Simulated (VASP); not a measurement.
A run of VASP 6.6.1:

INCAR

```
SYSTEM = CdSe
  ALGO = Normal
  EDIFF = 1E-6
  ENCUT = 500
  GGA = PS
  GGA_COMPAT = .False.
  ISIF = 2
  ISMEAR = 0
  LASPH = .True.
  LCHARG = .False.
  LREAL = .False.
  LWAVE = .False.
  NBANDS = 16
  NELM = 120
  PREC = Accurate
  SIGMA = 0.01
```

File KPOINTS:

```
k-points
0
Gamma
  3 3 3
  0 0 0
```

Contents of POSCAR:

```
CdSe
1.0
    0.0000000000      2.8739580000      2.8739580000
    2.8739580000      0.0000000000      2.8739580000
    2.8739580000      2.8739580000      0.0000000000
Cd Se
1 1
Direct
    0.0000000000      0.0000000000      0.0000000000
    0.5000000000      0.5000000000      0.5000000000
```

Potentials or basis: VASP PAW PBE potentials, release 64 (Cd, Se).

Run with:

```sh
$ cat potpaw_PBE.64/Cd/POTCAR potpaw_PBE.64/Se/POTCAR > POTCAR
$ mpirun -np 1 vasp_std > vasp.out
```

Hardware: 1 thread of Intel(R) Xeon(R) Platinum 8259CL CPU @ 2.50GHz (Skylake/Cascade Lake), on a shared host.

Q: How long does it take, and how much memory?

A: Wall time 8.5 s on 1 thread of Intel(R) Xeon(R) Platinum 8259CL CPU @ 2.50GHz (Skylake/Cascade Lake), with other jobs on the host, peak memory 0.16 GiB. Counts: scf iterations 12, k points 4.
